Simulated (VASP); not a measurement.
# B5Ru: single point with PBE

Crystal: B5Ru.

```xyz
6
Lattice="0.0000 2.8018 2.8018 2.8018 0.0000 2.8018 2.8018 2.8018 0.0000" Properties=species:S:1:pos:R:3 pbc="T T T"
B     4.2027    4.2027    4.2027
B     3.4915    3.4915    2.1121
B     3.4915    2.1121    3.4915
B     2.1121    2.1121    2.1121
B     2.1121    3.4915    3.4915
Ru    0.0000    0.0000    0.0000
```

- Program: VASP 6.6.1
- Task: single point
- Functional: PBE
- Potentials or basis: VASP PAW PBE potentials, release 64 (B, Ru_pv)
- Cutoff: 520 eV
- k mesh: 6 × 6 × 6
- Occupations: gaussian, width 0.1 eV
- Spin: no spin polarisation
- Dipole correction: no
- Further INCAR settings: ALGO = Normal; EDIFF = 1e-06; NBANDS = 24

* Pressure: 0.2 GPa
* Largest force: 0.065 eV/Å

Forces in eV/Å, atoms in the order of the input:
```
B    0.000  0.000  0.000
B   -0.037 -0.037  0.037
B   -0.037  0.037 -0.037
B    0.037  0.037  0.037
B    0.037 -0.037 -0.037
Ru   0.000  0.000  0.000
```

Levels at points of the mesh, in eV from the Fermi level:
| k point | band 12 | band 13 | band 14 | band 15 | band 16 | band 17 |
| --- | --- | --- | --- | --- | --- | --- |
| (0.00, 0.00, 0.00) | -4.41 | -4.41 | -3.94 | 0.85 | 0.85 | 0.85 |
| (0.50, 0.00, 0.00) | -4.85 | -4.85 | 0.15 | 0.42 | 0.42 | 0.82 |
| (0.50, 0.50, 0.00) | -4.61 | -3.41 | -1.22 | 0.76 | 1.41 | 1.63 |

Run time: 18 s on 1 thread of Intel(R) Xeon(R) Platinum 8259CL CPU @ 2.50GHz (Skylake/Cascade Lake) (shared host), peak memory 0.17 GiB.
